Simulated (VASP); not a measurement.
# NaB (Fm-3m) in VASP: settings compared

Aim: see how the results for NaB move with the level of theory and the settings. Levels: LDA, revPBE. Tasks: single point.

Everything below comes from runs of VASP 6.6.1. Logs are shortened: lines on timing, memory, paths and dates and some standing lists are left out, and cuts for length are marked.

## (1) The cell of the first run

Symmetry: Fm-3m, No. 225, cubic system. The conventional cell has a = 5.368 Å, b = 5.368 Å, c = 5.368 Å, α = 90.00°, β = 90.00°, γ = 90.00°. Na (site symmetry m-3m) has 6 B at 2.68 Å within 3.5 Å. Within 3.5 Å of B (site symmetry m-3m) lie 6 Na at 2.68 Å.

## (2) Single point, LDA

The input, INCAR:

```
ALGO = Normal
EDIFF = 1E-6
ENCUT = 500
GGA_COMPAT = False
ISIF = 2
ISMEAR = 0
LASPH = True
LCHARG = False
LREAL = False
LWAVE = False
NBANDS = 12
NELM = 120
PREC = Accurate
SIGMA = 0.22
```

The input, KPOINTS:

```
k-points
0
Gamma
  8 8 8
```

The input, POSCAR:

```
NaB
1.0
    0.0000000000      2.6838690000      2.6838690000
    2.6838690000      0.0000000000      2.6838690000
    2.6838690000      2.6838690000      0.0000000000
Na B
1 1
Direct
    0.9630000000      0.1760000000      0.6290000000
    1.4630000000      0.6760000000      1.1290000000
```

Potentials or basis: VASP PAW LDA potentials, release 64 (Na_pv, B).

On the command line:

```sh
$ cat potpaw_LDA.64/Na_pv/POTCAR potpaw_LDA.64/B/POTCAR > POTCAR
$ mpirun -np 1 vasp_std > vasp.out
```

OUTCAR:

```text
EDIFF = 1E-6
   ENCUT = 500
   ISIF = 2
   ISMEAR = 0
   LASPH = True
   LREAL = False
   NELM = 120
   PREC = Accurate

 ion  position               nearest neighbor table
   1  0.963  0.176  0.629-
   2  0.463  0.676  0.129-

  LATTYP: Found a face centered cubic cell.
 ALAT       =     5.3677380000

  Lattice vectors:

 A1 = (   0.0000000000,   2.6838690000,   2.6838690000)
 A2 = (   2.6838690000,   0.0000000000,   2.6838690000)
 A3 = (   2.6838690000,   2.6838690000,   0.0000000000)

Analysis of symmetry for initial positions (statically):
=====================================================================
 Subroutine PRICEL returns:
 Original cell was already a primitive cell.

 Routine SETGRP: Setting up the symmetry group for a
 face centered cubic supercell.

 Subroutine GETGRP returns: Found 48 space group operations
 (whereof  1 operations were pure point group operations)
 out of a pool of 48 trial point group operations.

The static configuration has the point symmetry C_1 .
 The point group associated with its full space group is O_h .

Analysis of symmetry for dynamics (positions and initial velocities):
=====================================================================
 Subroutine PRICEL returns:
 Original cell was already a primitive cell.

 Routine SETGRP: Setting up the symmetry group for a
 face centered cubic supercell.

 Subroutine GETGRP returns: Found 48 space group operations
 (whereof  1 operations were pure point group operations)
 out of a pool of 48 trial point group operations.

The dynamic configuration has the point symmetry C_1 .
 The point group associated with its full space group is O_h .

 Subroutine INISYM returns: Found 48 space group operations
 (whereof  1 operations are pure point group operations),
 and found     1 'primitive' translations

----------------------------------------------------------------------------------------

                                     Primitive cell

  volume of cell :      38.6646

  direct lattice vectors                    reciprocal lattice vectors
     0.000000000  2.683869000  2.683869000    -0.186298214  0.186298214  0.186298214
     2.683869000  0.000000000  2.683869000     0.186298214 -0.186298214  0.186298214
     2.683869000  2.683869000  0.000000000     0.186298214  0.186298214 -0.186298214

  length of vectors
     3.795563939  3.795563939  3.795563939     0.322677971  0.322677971  0.322677971

  position of ions in fractional coordinates (direct lattice)
     0.963000000  0.176000000  0.629000000
     0.463000000  0.676000000  0.129000000

  ion indices of the primitive-cell ions
   primitive index   ion index
                 1           1
                 2           2

----------------------------------------------------------------------------------------

 KPOINTS: k-points

Automatic generation of k-mesh.
 Grid dimensions read from file:
 generate k-points for:    8    8    8

 Generating k-lattice:

  Cartesian coordinates                     Fractional coordinates (reciprocal lattice)
    -0.023287277  0.023287277  0.023287277     0.125000000  0.000000000  0.000000000
     0.023287277 -0.023287277  0.023287277     0.000000000  0.125000000  0.000000000
     0.023287277  0.023287277 -0.023287277     0.000000000  0.000000000  0.125000000

  Length of vectors
     0.040334746  0.040334746  0.040334746

  Shift w.r.t. Gamma in fractional coordinates (k-lattice)
     0.000000000  0.000000000  0.000000000

 Subroutine IBZKPT returns following result:
 ===========================================

 Found     29 irreducible k-points:

 Following reciprocal coordinates:
            Coordinates               Weight
  0.000000  0.000000  0.000000      1.000000
  0.125000  0.000000  0.000000      8.000000
  0.250000  0.000000  0.000000      8.000000
  0.375000  0.000000  0.000000      8.000000
  0.500000  0.000000  0.000000      4.000000
  0.125000  0.125000  0.000000      6.000000
[... 16 lines left out ...]
  0.500000  0.250000  0.125000     48.000000
 -0.375000  0.250000  0.125000     24.000000
 [... further k-points ...]
   k-points           NKPTS =     29   k-points in BZ     NKDIM =     29   number of bands    NBANDS=     12
   number of dos      NEDOS =    301   number of ions     NIONS =      2
   total plane-waves  NPLWV =  21952
   dimension x,y,z NGX =    28 NGY =   28 NGZ =   28
   dimension x,y,z NGXF=    56 NGYF=   56 NGZF=   56
   ions per type =               1   1
   NGX,Y,Z   is equivalent  to a cutoff of  12.26, 12.26, 12.26 a.u.
   NGXF,Y,Z  is equivalent  to a cutoff of  24.53, 24.53, 24.53 a.u.
 SYSTEM =  unknown system
   PREC   = accura    normal or accurate (medium, high low for compatibility)
   ISTART =      0    job   : 0-new  1-cont  2-samecut
   ICHARG =      2    charge: 1-file 2-atom 10-const
   ISPIN  =      1    spin polarized calculation?
   LNONCOLLINEAR =      F non collinear calculations
   LSORBIT =      F    spin-orbit coupling
   LASPH  =      T    aspherical Exc in radial PAW
   ENCUT  =  500.0 eV  36.75 Ry    6.06 a.u.   6.92  6.92  6.92*2*pi/ulx,y,z
   NELM   =    120;   NELMIN=  2; NELMDL= -5     # of ELM steps
   EDIFF  = 0.1E-05   stopping-criterion for ELM
   LREAL  =      F    real-space projection
   EDIFFG = 0.1E-04   stopping-criterion for IOM
   NSW    =      0    number of steps for IOM
   IBRION =     -1    ionic relax: 0-MD 1-quasi-New 2-CG
   NFREE  =      0    steps in history (QN), initial steepest desc. (CG)
   ISIF   =      2    stress and relaxation
   ISYM   =      2    0-nonsym 1-usesym 2-fastsym
   POTIM  = 0.5000    time-step for ionic-motion
   TEBEG  =    0.0;   TEEND  =   0.0 temperature during run
   PSTRESS=    0.0 pullay stress
   NELECT =      10.0000    total number of electrons
   NUPDOWN=      -1.0000    fix difference up-down
   EMIN   =  10.00;   EMAX   =-10.00  energy-range for DOS
   EFERMI =   0.00;   METHOD = LEGACY
   ISMEAR =     0;   SIGMA  =   0.22  broadening in eV -4-tet -1-fermi 0-gaus
   EFERMI_NEDOS =   21; number of points for ismear=-14 and -15
   IALGO  =     38    algorithm
   IMIX   =      4    mixing-type and parameters
     AMIX     =   0.40;   BMIX     =  1.00
     AMIX_MAG =   1.60;   BMIX_MAG =  1.00
  volume/ion in A,a.u.               =      19.33       130.46
  Fermi-wavevector in a.u.,A,eV,Ry     =   1.043046  1.971071 14.802394  1.087945
  Thomas-Fermi vector in A             =   2.177738
   LORBIT       =      0    0 simple, 1 ext, 2 COOP (PROOUT), +10 PAW based schemes
   GGA     = CA    functional components
   LHFCALC =     F    Hartree Fock is set to
   AEXX    =    0.0000 exact exchange contribution
   IVDW    =     0    specifies the selected vdW correction
   LEPSILON=     F    determine dielectric tensor
   LRPA    =     F    only Hartree local field effects (RPA)
 non-spin polarized calculation
 Gauss-broadening in eV      SIGMA  =   0.22
  energy-cutoff  :      500.00
  volume of cell :       38.66
 maximum number of plane-waves:       995
   NGX = 13   NGY = 13   NGZ = 13

 number of electron      10.0000000 magnetization

 number of electron       9.9999995 magnetization

 Free energy of the ion-electron system (eV)
  ---------------------------------------------------
  ext. energy  EPLUGINS =         0.00000000
  ---------------------------------------------------
  free energy    TOTEN  =        -4.99965525 eV

  energy without entropy =       -4.97391681  energy(sigma->0) =       -4.98678603

 E-fermi :   0.5683     XC(G=0):  -8.6231

 val. band max:        0.4780144726   @ k =  -0.3750   0.3750   0.1250
 cond. band min:       0.6269388101   @ k =   0.3750   0.2500   0.1250
 fundamental gap:      0.1489243375
 Fermi energy:         0.5683120814

 k-point     1 :       0.0000    0.0000    0.0000
  band No.  band energies     occupation
      1     -22.4347      2.00000
      2     -22.4347      2.00000
      3     -22.4347      2.00000
      4      -6.4708      2.00000
      5       2.9749      0.00000
      6       2.9749      0.00000
      7       2.9749      0.00000
      8       8.0344      0.00000
      9      10.7600      0.00000
     10      10.7600      0.00000
     11      10.7600      0.00000
     12      13.1074      0.00000

 k-point     2 :       0.1250    0.0000    0.0000
  band No.  band energies     occupation
      1     -22.4411      2.00000
      2     -22.4354      2.00000
      3     -22.4354      2.00000
      4      -6.2803      2.00000
      5       2.2987      0.00000
      6       2.8720      0.00000
      7       2.8720      0.00000
      8       8.3742      0.00000
      9       9.9700      0.00000
     10      11.0343      0.00000
     11      11.0343      0.00000
     12      13.6610      0.00000

 k-point     3 :       0.2500    0.0000    0.0000
  band No.  band energies     occupation
      1     -22.4562      2.00000
      2     -22.4370      2.00000
      3     -22.4370      2.00000
      4      -5.7391      2.00000
      5       0.8427      0.07773
      6       2.6447      0.00000
      7       2.6447      0.00000
      8       8.2190      0.00000
      9      10.2320      0.00000
     10      11.2691      0.00000
     11      11.2691      0.00000
     12      13.6255      0.00000
[... 286 lines left out ...]
 k-point    23 :       0.5000    0.2500    0.1250
  band No.  band energies     occupation
      1     -22.4674      2.00000
      2     -22.4490      2.00000
      3     -22.4415      2.00000
      4      -4.6317      2.00000
      5      -0.3215      2.00000
      6       1.2304      0.00002
      7       2.0900      0.00000
      8       8.6851      0.00000
      9       9.5996      0.00000
     10      10.1807      0.00000
     11      12.1407      0.00000
     12      13.9828      0.00000

 k-point    24 :      -0.3750    0.2500    0.1250
  band No.  band energies     occupation
      1     -22.4709      2.00000
      2     -22.4500      2.00000
      3     -22.4428      2.00000
      4      -4.2440      2.00000
      5      -0.8640      2.00000
      6       1.1068      0.00054
      7       1.9609      0.00000
      8       8.7477      0.00000
      9       9.2603      0.00000
     10      10.8383      0.00000
     11      11.9040      0.00000
     12      14.8864      0.00000

 [... further k-points ...]
[... 5 lines left out ...]
  --------------------------------------------------------------------------------------
  -------------------------------------------------------------------------------------
  Total       -0.6052236     -0.6052236     -0.6052236     -0.0000000     -0.0000000      0.0000000
  in kB      -25.0791309    -25.0791309    -25.0791309     -0.0000000     -0.0000000      0.0000000
  external PRESSURE =     -25.0791309 kB  Pullay stress =       0.0000000 kB

 VOLUME and BASIS-vectors are now :
 -----------------------------------------------------------------------------
  energy-cutoff  :      500.00
  volume of cell :       38.66
      direct lattice vectors                 reciprocal lattice vectors
     0.000000000  2.683869000  2.683869000    -0.186298214  0.186298214  0.186298214
     2.683869000  0.000000000  2.683869000     0.186298214 -0.186298214  0.186298214
     2.683869000  2.683869000  0.000000000     0.186298214  0.186298214 -0.186298214

 POSITION                                       TOTAL-FORCE (eV/Angst)
 -----------------------------------------------------------------------------------
      2.16051      4.27272      3.05693         0.000000     -0.000000      0.000000
      2.16051      1.58885      3.05693        -0.000000      0.000000     -0.000000
 -----------------------------------------------------------------------------------
    total drift:                               -0.000002     -0.000002      0.000000

  FREE ENERGIE OF THE ION-ELECTRON SYSTEM (eV)
  ---------------------------------------------------
  free  energy   TOTEN  =        -4.9996552523 eV

  energy  without entropy=       -4.9739168122  energy(sigma->0) =       -4.98678603
```

Run time: 17 s. Hardware: 1 thread of Intel Xeon 8259CL, shared host; peak memory 0.14 GiB.

What came out:

```yaml
Free_energy: -4.9997 eV
Pressure: -2.5 GPa
Band_gap_on_the_k_mesh: zero (band 5 reaches 2.97 eV, above the bottom of band 6 at 0.06 eV)
```

## (3) Single point, revPBE

The input, INCAR:

```
PREC = Accurate
ENCUT = 500
EDIFF = 1E-6
ISMEAR = 0
SIGMA = 0.1
LREAL = F
LASPH = T
NELM = 120
ALGO = Normal
ISIF = 2
LWAVE = F
LCHARG = T
GGA = RE
LELF = T
LVHAR = T
NBANDS = 12
GGA_COMPAT = F
```

The input, KPOINTS:

```
Automatic mesh
0
Gamma
  8 8 8
```

The input, POSCAR:

```
NaB
1.0
    0.0000000000      2.6838690000      2.6838690000
    2.6838690000      0.0000000000      2.6838690000
    2.6838690000      2.6838690000      0.0000000000
Na B
1 1
Direct
    0.0000000000      0.0000000000      0.0000000000
    0.5000000000      0.5000000000      0.5000000000
```

Potentials or basis: VASP PAW PBE potentials, release 64 (Na_pv, B).

On the command line:

```sh
$ cat potpaw_PBE.64/Na_pv/POTCAR potpaw_PBE.64/B/POTCAR > POTCAR
$ mpirun -np 1 vasp_std > vasp.out
```

OUTCAR:

```text
PREC = Accurate
   ENCUT = 500
   EDIFF = 1E-6
   ISMEAR = 0
   LREAL = F
   LASPH = T
   NELM = 120
   ISIF = 2
   GGA = RE

 ion  position               nearest neighbor table
   1  0.000  0.000  0.000-
   2  0.500  0.500  0.500-

  LATTYP: Found a face centered cubic cell.
 ALAT       =     5.3677380000

  Lattice vectors:

 A1 = (   0.0000000000,   2.6838690000,   2.6838690000)
 A2 = (   2.6838690000,   0.0000000000,   2.6838690000)
 A3 = (   2.6838690000,   2.6838690000,   0.0000000000)

[... 534 lines left out ...]
      5      -0.5648      2.00000
      6       1.3614      0.00000
      7       2.2269      0.00000
      8       9.0479      0.00000
      9       9.7557      0.00000
     10      11.2788      0.00000
     11      12.4101      0.00000
     12      15.3211      0.00000

 [... further k-points ...]
[... 5 lines left out ...]
  --------------------------------------------------------------------------------------
  -------------------------------------------------------------------------------------
  Total        0.3122710      0.3122710      0.3122710     -0.0000000     -0.0000000      0.0000000
  in kB       12.9398198     12.9398198     12.9398198     -0.0000000     -0.0000000      0.0000000
  external PRESSURE =      12.9398198 kB  Pullay stress =       0.0000000 kB

 VOLUME and BASIS-vectors are now :
 -----------------------------------------------------------------------------
  energy-cutoff  :      500.00
  volume of cell :       38.66
      direct lattice vectors                 reciprocal lattice vectors
     0.000000000  2.683869000  2.683869000    -0.186298214  0.186298214  0.186298214
     2.683869000  0.000000000  2.683869000     0.186298214 -0.186298214  0.186298214
     2.683869000  2.683869000  0.000000000     0.186298214  0.186298214 -0.186298214

 POSITION                                       TOTAL-FORCE (eV/Angst)
 -----------------------------------------------------------------------------------
      0.00000      0.00000      0.00000         0.000000     -0.000000     -0.000000
      2.68387      2.68387      2.68387        -0.000000      0.000000      0.000000
 -----------------------------------------------------------------------------------
    total drift:                               -0.000000      0.000000      0.000000

  FREE ENERGIE OF THE ION-ELECTRON SYSTEM (eV)
  ---------------------------------------------------
  free  energy   TOTEN  =        -4.0127091545 eV

  energy  without entropy=       -4.0061913341  energy(sigma->0) =       -4.00945024
```

stdout:

```text
POSCAR found type information on POSCAR NaB
 POSCAR found :  2 types and       2 ions
 scaLAPACK will be used
 -----------------------------------------------------------------------------
|                                                                             |
|                                                                             |
|     You enforced a specific xc type in the INCAR file but a different       |
|     I HOPE YOU KNOW WHAT YOU ARE DOING!                                     |
|                                                                             |
 -----------------------------------------------------------------------------

 LDA part: xc-table for (Slater+PW92), standard interpolation
 POSCAR, INCAR and KPOINTS ok, starting setup
 FFT: planning ... GRIDC
 FFT: planning ... GRID_SOFT
 FFT: planning ... GRID
 WAVECAR not read
 entering main loop
```

Wall time 16 s (1 thread of Intel Xeon 8259CL, shared host); peak memory 0.15 GiB.

Results:

```yaml
Free_energy: -4.0127 eV
Pressure: 1.3 GPa
Band_gap_on_the_k_mesh: zero (band 5 reaches 3.23 eV, above the bottom of band 6 at 0.33 eV)
```

Levels at points of the mesh, in eV from the Fermi level:
| k point | band 3 | band 4 | band 5 | band 6 | band 7 | band 8 |
| --- | --- | --- | --- | --- | --- | --- |
| (0.00, 0.00, 0.00) | -22.99 | -7.15 | 2.42 | 2.42 | 2.42 | 7.50 |
| (0.50, 0.00, 0.00) | -22.99 | -5.28 | -1.87 | 1.80 | 1.80 | 7.08 |
| (0.50, 0.50, 0.00) | -23.00 | -4.79 | -1.39 | 1.03 | 1.03 | 6.10 |

Caveat: the PAW data sets were made with another functional, which shifts forces and pressure a little.
